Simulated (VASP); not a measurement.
Write the native input for VASP 6.6.1 that does the following.

- Task: single point
- Functional: LDA
- Potentials or basis: VASP PAW LDA potentials, release 64 (As)
- Cutoff: 520 eV
- k mesh: 19 × 19 × 19
- Occupations: fermi-dirac, width 0.1 eV
- Spin: no spin polarisation
- Dipole correction: no
- Further INCAR settings: ALGO = Normal; EDIFF = 1e-06; NBANDS = 8

The structure of As lies in POSCAR:

```
As
1.0
    2.6750837543      0.0000000000      0.0000000000
    0.0000000000      2.6750837543      0.0000000000
    0.0000000000      0.0000000000      2.6750837543
As
1
Direct
    0.0000000000      0.0000000000      0.0000000000
```

The input as run:

INCAR

```
ALGO = Normal ; EDIFF = 1E-6
ENCUT = 520 ; GGA = CA
ISIF = 2 ; ISMEAR = -1
LASPH = True ; LCHARG = False
LREAL = False ; LWAVE = False
NBANDS = 8 ; NELM = 100
PREC = Accurate ; SIGMA = 0.1
```

KPOINTS

```
k-points
0
Gamma
  19 19 19
```

Potentials or basis: VASP PAW LDA potentials, release 64 (As).

Run with:

```sh
$ cat potpaw_LDA.64/As/POTCAR > POTCAR
$ mpirun -np 1 vasp_std > vasp.out
```

It gave:

The pressure is 0.5 GPa.

It took 33 s on 1 thread of AMD EPYC 7R13, with other jobs on the host, peak memory 0.11 GiB.
